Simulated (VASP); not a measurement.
# InP (F-43m) in VASP: a series of runs, part 2 of 2

VASP 6.6.1. The steps go on from the part before.

**4. Single point, PBE**

This run uses another cell than the first one, of 25.17 Å³/atom, 0.952 times its volume.

INCAR

```
ALGO = Normal ; EDIFF = 1E-6
ENCUT = 520 ; GGA = PE
ISIF = 2 ; ISMEAR = -1
LASPH = True ; LCHARG = False
LREAL = False ; LWAVE = False
NBANDS = 16 ; NELM = 60
PREC = Accurate ; SIGMA = 0.03
```

KPOINTS

```
k-points
0
Gamma
  6 6 6
```

POSCAR

```
InP
1.0
    0.0000000000      2.9305000000      2.9305000000
    2.9305000000      0.0000000000      2.9305000000
    2.9305000000      2.9305000000      0.0000000000
In P
1 1
Direct
    0.0000000000      0.0000000000      0.0000000000
    0.7500000000      0.7500000000      0.7500000000
```

Potentials or basis: VASP PAW PBE potentials, release 64 (In_d, P).

Command:

```bash
$ cat potpaw_PBE.64/In_d/POTCAR potpaw_PBE.64/P/POTCAR > POTCAR
$ mpirun -np 1 vasp_std > vasp.out
```

OUTCAR:

```text
EDIFF = 1E-6
   ENCUT = 520
   GGA = PE
   ISIF = 2
   ISMEAR = -1
   LASPH = True
   LREAL = False
   NELM = 60
   PREC = Accurate

 ion  position               nearest neighbor table
   1  0.000  0.000  0.000-   2 2.54   2 2.54   2 2.54   2 2.54
   2  0.750  0.750  0.750-   1 2.54   1 2.54   1 2.54   1 2.54

  LATTYP: Found a face centered cubic cell.
 ALAT       =     5.8610000000

  Lattice vectors:

 A1 = (   0.0000000000,   2.9305000000,   2.9305000000)
 A2 = (   2.9305000000,   0.0000000000,   2.9305000000)
 A3 = (   2.9305000000,   2.9305000000,   0.0000000000)

Analysis of symmetry for initial positions (statically):
=====================================================================
 Subroutine PRICEL returns:
 Original cell was already a primitive cell.

 Routine SETGRP: Setting up the symmetry group for a
 face centered cubic supercell.

 Subroutine GETGRP returns: Found 24 space group operations
 (whereof 24 operations were pure point group operations)
 out of a pool of 48 trial point group operations.

The static configuration has the point symmetry T_d .

Analysis of symmetry for dynamics (positions and initial velocities):
=====================================================================
 Subroutine PRICEL returns:
 Original cell was already a primitive cell.

 Routine SETGRP: Setting up the symmetry group for a
 face centered cubic supercell.

 Subroutine GETGRP returns: Found 24 space group operations
 (whereof 24 operations were pure point group operations)
 out of a pool of 48 trial point group operations.

The dynamic configuration has the point symmetry T_d .

 Subroutine INISYM returns: Found 24 space group operations
 (whereof 24 operations are pure point group operations),
 and found     1 'primitive' translations

----------------------------------------------------------------------------------------
[... 100 lines left out ...]
   EFERMI_NEDOS =   21; number of points for ismear=-14 and -15
   IALGO  =     38    algorithm
   IMIX   =      4    mixing-type and parameters
     AMIX     =   0.40;   BMIX     =  1.00
     AMIX_MAG =   1.60;   BMIX_MAG =  1.00
  volume/ion in A,a.u.               =      25.17       169.83
  Fermi-wavevector in a.u.,A,eV,Ry     =   1.162021  2.195901 18.371846  1.350293
  Thomas-Fermi vector in A             =   2.298587
   LORBIT       =      0    0 simple, 1 ext, 2 COOP (PROOUT), +10 PAW based schemes
   GGA     = PE    functional components
   LHFCALC =     F    Hartree Fock is set to
   AEXX    =    0.0000 exact exchange contribution
   IVDW    =     0    specifies the selected vdW correction
   LEPSILON=     F    determine dielectric tensor
   LRPA    =     F    only Hartree local field effects (RPA)
 non-spin polarized calculation
  energy-cutoff  :      520.00
  volume of cell :       50.33
 maximum number of plane-waves:      1380
   NGX = 15   NGY = 15   NGZ = 15

 number of electron      18.0000005 magnetization

 Free energy of the ion-electron system (eV)
  ---------------------------------------------------
  ext. energy  EPLUGINS =         0.00000000
  ---------------------------------------------------
  free energy    TOTEN  =        -8.37009015 eV

  energy without entropy =       -8.37009006  energy(sigma->0) =       -8.37009010

 E-fermi :   5.5664     XC(G=0):  -9.2805

 val. band max:        5.1949428553   @ k =   0.0000   0.0000   0.0000
 cond. band min:       5.9049614934   @ k =   0.0000   0.0000   0.0000
 fundamental gap:      0.7100186381
 Fermi energy:         5.5664393580

 k-point     1 :       0.0000    0.0000    0.0000
  band No.  band energies     occupation
      1      -8.9980      2.00000
      2      -8.9980      2.00000
      3      -8.9980      2.00000
      4      -8.8462      2.00000
      5      -8.8462      2.00000
      6      -6.3231      2.00000
[... 281 lines left out ...]
      3      -8.9015      2.00000
      4      -8.8745      2.00000
      5      -8.8243      2.00000
      6      -3.8847      2.00000
[... 8 lines left out ...]
     15      16.4504      0.00000
     16      17.1630      0.00000

------------------------ aborting loop because EDIFF is reached ----------------------------------------

  FORCE on cell =-STRESS in cart. coord.  units (eV):
  Direction    XX          YY          ZZ          XY          YZ          ZX
  --------------------------------------------------------------------------------------
  -------------------------------------------------------------------------------------
  Total        1.0294218      1.0294218      1.0294218      0.0000000      0.0000000      0.0000000
  in kB       32.7679115     32.7679115     32.7679115      0.0000000      0.0000000      0.0000000
  external PRESSURE =      32.7679115 kB  Pullay stress =       0.0000000 kB

 VOLUME and BASIS-vectors are now :
 -----------------------------------------------------------------------------
  energy-cutoff  :      520.00
  volume of cell :       50.33
      direct lattice vectors                 reciprocal lattice vectors
     0.000000000  2.930500000  2.930500000    -0.170619348  0.170619348  0.170619348
     2.930500000  0.000000000  2.930500000     0.170619348 -0.170619348  0.170619348
     2.930500000  2.930500000  0.000000000     0.170619348  0.170619348 -0.170619348

 POSITION                                       TOTAL-FORCE (eV/Angst)
 -----------------------------------------------------------------------------------
      0.00000      0.00000      0.00000        -0.000000     -0.000000     -0.000000
      4.39575      4.39575      4.39575         0.000000      0.000000      0.000000
 -----------------------------------------------------------------------------------
    total drift:                                0.000000      0.000000      0.000000

  FREE ENERGIE OF THE ION-ELECTRON SYSTEM (eV)
  ---------------------------------------------------
  free  energy   TOTEN  =        -8.3700901496 eV

  energy  without entropy=       -8.3700900600  energy(sigma->0) =       -8.37009010
```

stdout:

```text
POSCAR found type information on POSCAR InP
 POSCAR found :  2 types and       2 ions
 scaLAPACK will be used
 LDA part: xc-table for (Slater+PW92), standard interpolation
 POSCAR, INCAR and KPOINTS ok, starting setup
 FFT: planning ... GRIDC
 FFT: planning ... GRID_SOFT
 FFT: planning ... GRID
 WAVECAR not read
 entering main loop
```

Run time: 6.7 s. Hardware: 1 thread of Intel Xeon 6975P-C (Granite Rapids), shared host; peak memory 0.17 GiB.

What came out:

* Free energy: -8.3701 eV
* Pressure: 3.3 GPa
* Band gap on the k mesh: 0.71 eV, direct

Caveat: spin-orbit coupling is left out, which moves the levels of the heavy elements. Expect the measured gap to be larger: semilocal functionals such as PBE lack the derivative discontinuity.

**5. Summary**

| cell | k mesh | gap on the mesh (eV) | pressure (GPa) |
| --- | --- | --- | --- |
| a = 4.212 Å, angles 60.0°, 2 atoms | 11 × 11 × 11 | 0.45 | 0.0 |
| a = 4.144 Å, angles 60.0°, 2 atoms | 3 × 3 × 3 | 0.68 | 4.1 |
| a = 4.144 Å, angles 60.0°, 2 atoms | 6 × 6 × 6 | 0.71 | 3.3 |

Alike in all rows: task single point; level PBE; potentials or basis VASP PAW PBE potentials, release 64 (In_d, P); no spin polarisation; cutoff (eV) 520; smearing fermi-dirac 0.03 eV.

Caveats: some runs use coarse meshes; spin-orbit coupling is left out, which moves the levels of the heavy elements.

Absolute energies hang on the potentials; compare differences alone.
